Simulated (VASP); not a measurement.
Wanted: the native input for a VASP 6.6.1 run.

- Task: single point
- Functional: LDA
- Potentials or basis: VASP PAW LDA potentials, release 64 (Sn_d)
- Cutoff: 520 eV
- k mesh: 11 × 11 × 11
- Occupations: fermi-dirac, width 0.05 eV
- Spin: no spin polarisation
- Dipole correction: no
- Further INCAR settings: ALGO = Normal; EDIFF = 1e-07; NBANDS = 13

The structure of Sn lies in POSCAR:

```
Sn
1.0
   -1.7032045314      1.7515501800      2.3067389097
    1.7032045314     -1.7515501800      2.3067389097
    1.7032045314      1.7515501800     -2.3067389097
Sn
1
Direct
    0.0000000000      0.0000000000      0.0000000000
```

One way to write it, as run:

INCAR

```
SYSTEM = Sn
ALGO = Normal
EDIFF = 1E-7
ENCUT = 520
GGA = CA
ISIF = 2
ISMEAR = -1
LASPH = .TRUE.
LCHARG = .FALSE.
LREAL = .FALSE.
LWAVE = .FALSE.
NBANDS = 13
NELM = 80
PREC = Accurate
SIGMA = 0.05
```

KPOINTS

```
k-points
0
G
  11 11 11
  0 0 0
```

Potentials or basis: VASP PAW LDA potentials, release 64 (Sn_d).

Command:

```sh
$ cat potpaw_LDA.64/Sn_d/POTCAR > POTCAR
$ mpirun -np 1 vasp_std > vasp.out
```

Results of the run:

| Property | Result |
| --- | --- |
| Pressure | -3.2 GPa |
| Band gap on the k mesh | zero (bands 7 and 8 overlap by 9.08 eV) |

Caveat: the cell stands under tension; spin-orbit coupling is left out, which moves the levels of the heavy elements.

Wall time 58 s on 1 thread of Intel(R) Xeon(R) Platinum 8259CL CPU @ 2.50GHz (Skylake/Cascade Lake), with other jobs on the host, peak memory 0.19 GiB.
